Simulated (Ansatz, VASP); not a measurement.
## TiO2: VASP beside Ansatz

```
Ti O
1.0
     4.62442    0.00000    0.00000
     0.00000    4.62442    0.00000
     0.00000    0.00000    2.97860
Ti O
2 4
Direct
  0.00000 0.00000 0.00000
  0.50000 0.50000 0.50000
  0.30499 0.30499 0.00000
  0.19501 0.80499 0.50000
  0.69501 0.69501 0.00000
  0.80499 0.19501 0.50000
```

Change from the starting cell: volume scaled by 1.02, ions relaxed.

Alike in both runs: functional PBE; k mesh 7 × 7 × 10; occupations fermi-dirac, width 0.02 eV; no spin polarisation.

Ansatz relaxed the structure, and its values are those at the end. VASP's run is a single point on that final structure, the one shown.

|  | VASP | Ansatz |
| --- | --- | --- |
| version | VASP 6.6.1 | Ansatz 0.2.0 |
| potentials or method | VASP PAW PBE potentials, release 64 (Ti_sv, O) | plane-wave PAW, scalar-relativistic |
| plane-wave cutoff (eV) | 520 | 420 |
| valence electrons in the cell | 48 | 48 |

```tsv
	VASP	Ansatz	Ansatz less VASP
gap on the k mesh at the Fermi level (eV)	1.82	1.85	+0.026
pressure (GPa)	1.0	0.3	-0.68
rms of the force components (eV/Å)	0.012	0.000	-0.0120
```

Ansatz's warnings: stress scf threshold loose.
